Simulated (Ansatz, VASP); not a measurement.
HfPt3: VASP beside Ansatz

The input INCAR:

```
SYSTEM = HfPt3
PREC = Accurate
ENCUT = 520
EDIFF = 1E-7
ISMEAR = 0
SIGMA = 0.05
LREAL = .False.
LASPH = .True.
NELM = 60
ALGO = Normal
ISIF = 2
LWAVE = .False.
LCHARG = .False.
NBANDS = 28
```

Contents of KPOINTS:

```
Automatic mesh
0
Gamma
  8 8 8
  0 0 0
```

File POSCAR:

```
HfPt3
1.0
    4.0024500600      0.0000000000      0.0000000000
    0.0000000000      4.0024500600      0.0000000000
    0.0000000000      0.0000000000      4.0024500600
Hf Pt
1 3
Direct
    0.0000000000      0.0000000000      0.0000000000
    0.5000000000      0.5000000000      0.0000000000
    0.5000000000      0.0000000000      0.5000000000
    0.0000000000      0.5000000000      0.5000000000
```

Input for Ansatz:

```yaml
crystal:
  lattice:
    - [4.00245006, 0.0, 0.0]
    - [0.0, 4.00245006, 0.0]
    - [0.0, 0.0, 4.00245006]
  atoms:
    - { symbol: Hf, position: [0.0, 0.0, 0.0] }
    - { symbol: Pt, position: [0.5, 0.5, 0.0] }
    - { symbol: Pt, position: [0.5, 0.0, 0.5] }
    - { symbol: Pt, position: [0.0, 0.5, 0.5] }
basis:
  ecutwfc: 420
  fft_grid_basis: typed
kpoints:
  mp_grid: { grid: [8, 8, 8] }
hamiltonian:
  xc: lda
  pseudopotentials: { kind: paw }
scf:
  occupations: { method: gaussian, width: 0.05 }
output:
  forces: true
  stress: true
  eigenvalues: true
  bader: true
  write_density: true
  volumetric_format: npy
  elf: true
```

Alike in both runs: task single point; functional LDA; k mesh 8 × 8 × 8; occupations gaussian, width 0.05 eV; no spin polarisation.

```csv
,VASP,Ansatz
version,VASP 6.6.1,Ansatz 0.2.0
potentials or method,"VASP PAW LDA potentials, release 64 (Hf_pv, Pt), cutoff 520 eV","scalar-relativistic, plane waves, PAW"
valence electrons in the cell,40,80
```

VASP gave:

| Item | Value |
| --- | --- |
| gap on the k mesh at the Fermi level (eV) | none |
| pressure (GPa) | -8.5 |

Task: Estimate Ansatz's values.

Result: gap on the k mesh at the Fermi level (eV): none; pressure (GPa): -8.4.

LDA's correlation is that of Perdew and Zunger in VASP and of Perdew and Wang (1992) in Ansatz. A gap of «none» marks a metal or a gap that the smearing closes. VASP's potentials hold 40 valence electrons a cell and Ansatz's 80, so a difference there can come from the potentials and not from the codes.

Neither program's run includes spin-orbit coupling.
